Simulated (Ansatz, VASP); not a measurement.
Given: the input of a run of VASP 6.6.1 on Si2W.

The input INCAR:

```
SYSTEM = Si2W
PREC = Accurate
ENCUT = 600
EDIFF = 1E-6
ISMEAR = -1
SIGMA = 0.05
LREAL = .FALSE.
LASPH = .TRUE.
NELM = 60
ALGO = Normal
ISIF = 3
LWAVE = .FALSE.
LCHARG = .FALSE.
IBRION = 2
NSW = 60
EDIFFG = -0.01
```

File KPOINTS:

```
Automatic mesh
0
G
  12 12 12
  0 0 0
```

POSCAR

```
Si2W
1.0
   -1.6069000000      1.6069000000      3.9149500000
    1.6069000000     -1.6069000000      3.9149500000
    1.6069000000      1.6069000000     -3.9149500000
W Si
1 2
Direct
    0.0000000000      0.0000000000      0.0000000000
    0.6653000000      0.6653000000      0.0000000000
    0.3347000000      0.3347000000      0.0000000000
```

Potentials or basis: VASP PAW LDA potentials, release 64 (W_sv, Si).

Run with:

```sh
$ cat potpaw_LDA.64/W_sv/POTCAR potpaw_LDA.64/Si/POTCAR > POTCAR
$ mpirun -np 1 vasp_std > vasp.out
```

Question: Translate it to Ansatz 0.2.0. Potentials there: Ansatz PAW.

Answer: As run (the cutoff follows the program's own potentials):

File input.yaml:

```yaml
crystal:
  lattice:
    - [-1.6069, 1.6069, 3.91495]
    - [1.6069, -1.6069, 3.91495]
    - [1.6069, 1.6069, -3.91495]
  atoms:
    - { symbol: W, position: [0.0, 0.0, 0.0] }
    - { symbol: Si, position: [0.6653, 0.6653, 0.0] }
    - { symbol: Si, position: [0.3347, 0.3347, 0.0] }
hamiltonian:
  xc: lda
  pseudopotentials: { kind: paw }
kpoints:
  mp_grid: { grid: [12, 12, 12] }
scf:
  occupations: { method: fermi_dirac, width: 0.05 }
output:
  forces: true
  stress: true
relax:
  f_tol: 0.01
  max_steps: 40
  cell: { stress_tol: 0.05 }
```

Potentials or basis: Ansatz PAW.

Launch:

```bash
$ ansatz run input.yaml --threads 2 --pin off --max-ram 5632MiB --backend cpu --events-out ev --progress --plain --runs-dir out
```

Both were run:

|  | VASP | Ansatz | Ansatz less VASP |
| --- | --- | --- | --- |
| relaxed volume (Å³/atom) | 13.19 | 13.14 | -0.046 |
| relaxed cell length with the largest relative difference (Å) | 4.497 | 4.492 | -0.0049 |

LDA's correlation is that of Perdew and Zunger in VASP and of Perdew and Wang (1992) in Ansatz.

Neither program's run includes spin-orbit coupling. Noted on Ansatz's run: the plane-wave basis is chosen anew once the cell has moved, so the energies of steps on either side of that aren't comparable.
